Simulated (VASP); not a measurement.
Ag: single point with r2SCAN

The system is Ag.

```xyz
4
Lattice="2.9111 0.0000 0.0000 -1.4556 2.5211 0.0000 0.0000 0.0000 9.4637" Properties=species:S:1:pos:R:3 pbc="T T T"
Ag    0.0000    0.0000    0.0000
Ag    0.0000    0.0000    4.7319
Ag    0.0000    1.6807    2.3659
Ag    1.4556    0.8404    7.0978
```

```
Program                : VASP 6.6.1
Task                   : single point
Functional             : r2SCAN
Potentials or basis    : VASP PAW PBE potentials, release 64 (Ag)
Cutoff                 : 520 eV
k mesh                 : 9 × 9 × 2
Occupations            : gaussian, width 0.1 eV
Spin                   : no spin polarisation
Dipole correction      : no
Further INCAR settings : ALGO = Normal; EDIFF = 1e-06; NBANDS = 30
```

- Pressure: -0.2 GPa
- Band gap on the k mesh: zero (band 22 reaches 11.71 eV, above the bottom of band 23 at 4.87 eV)

Stress tensor (GPa, compression positive):
```
-1.07  0.00  0.00
 0.00 -1.07  0.00
 0.00  0.00  1.58
```

Levels at points of the mesh, in eV from the Fermi level:
```tsv
k point	band 18	band 19	band 20	band 21	band 22	band 23	band 24	band 25	band 26	band 27
(0.00, 0.00, 0.00)	-3.91	-3.91	-3.69	-3.69	-3.29	-3.29	-0.22	3.69	11.53	11.55
(0.00, 0.00, 0.50)	-4.08	-3.46	-3.46	-3.46	-3.46	-2.42	-2.42	6.71	6.71	15.94
```

Run time: 94 s on 1 thread of Intel(R) Xeon(R) Platinum 8488C (Sapphire Rapids), with other jobs on the host, peak memory 0.21 GiB.

Caveat: the PAW data sets were made with another functional, which shifts forces and pressure a little.
